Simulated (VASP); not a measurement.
Si3C2: single point with PBE

The system is Si3C2.

```
Si C
1.0
     1.47649    0.85245    6.58738
    -1.47649    0.85245    6.58738
     0.00000   -1.70490    6.58738
Si C
3 2
Direct
  0.28427 0.28427 0.28427
  0.50000 0.50000 0.50000
  0.71573 0.71573 0.71573
  0.89654 0.89654 0.89654
  0.10346 0.10346 0.10346
```

```
Program                 : VASP 6.6.1
Task                    : single point
Functional              : PBE
Potentials or basis     : VASP PAW PBE potentials, release 64 (Si, C)
Cutoff                  : 520 eV
k mesh                  : 12 × 12 × 12
Occupations             : gaussian, width 0.1 eV
Spin                    : no spin polarisation
Dipole correction       : no
k mesh for the DOS      : 18 × 18 × 18
Occupations for the DOS : tetrahedron
Further INCAR settings  : ALGO = Normal; EDIFF = 1e-07
```

```json
{
  "Valence electrons inside the program's atomic spheres": "Si 1.57, 1.48 (each value once); C 2.45"
}
```

Levels at points of the mesh, in eV from the Fermi level:
| k point | band 7 | band 8 | band 9 | band 10 | band 11 | band 12 | band 13 | band 14 |
| --- | --- | --- | --- | --- | --- | --- | --- | --- |
| (0.00, 0.00, 0.00) | -1.90 | -1.62 | -1.62 | 4.46 | 4.46 | 4.52 | 4.69 | 4.69 |
| (0.50, 0.00, 0.00) | -4.55 | -3.81 | -3.59 | -1.99 | -0.24 | 0.88 | 3.26 | 3.47 |
| (0.50, 0.50, 0.00) | -4.91 | -4.71 | -3.29 | -2.73 | 0.12 | 1.33 | 2.16 | 2.21 |
| (0.50, 0.50, 0.50) | -1.72 | -1.52 | -1.52 | 3.00 | 3.84 | 3.84 | 4.39 | 5.81 |

It took 23 min on 1 thread of Intel(R) Xeon(R) Platinum 8559C (Emerald Rapids), on a shared host, peak memory 0.65 GiB.
